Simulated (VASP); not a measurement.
Ni:

```
CELL_PARAMETERS angstrom
0.00000 1.76835 1.76835
1.76835 0.00000 1.76835
1.76835 1.76835 0.00000
ATOMIC_POSITIONS crystal
Ni 0.00000 0.00000 0.00000
```

Base run:

```yaml
Program: VASP 6.6.1
Functional: LDA
Potentials_or_basis: VASP PAW LDA potentials, release 64 (Ni)
Cutoff: 520 eV
k_mesh: 12 × 12 × 12
Occupations: gaussian, width 0.1 eV
Spin: collinear spin, ferromagnetic start
Starting_moments: "[0.49] μB"
Fixed_moment: 0.49 μB
```

Its results: pressure -19.9 GPa; site moments Ni +0.50 μB.

**Question.** After a change of settings the same cell gave: pressure -20.4 GPa; site moments Ni +0.24 μB. Which change was it?
A. fixed moment from 0.49 μB to 1.22 μB; moments at the start from [0.49] to [1.22]
B. fixed moment from 0.49 μB to 1.46 μB; moments at the start from [0.49] to [1.46]
C. fixed moment from 0.49 μB to 0.24 μB; moments at the start from [0.49] to [0.24]

**Answer.** C.

Caveats: the total moment is fixed, so each spin has its own Fermi level.
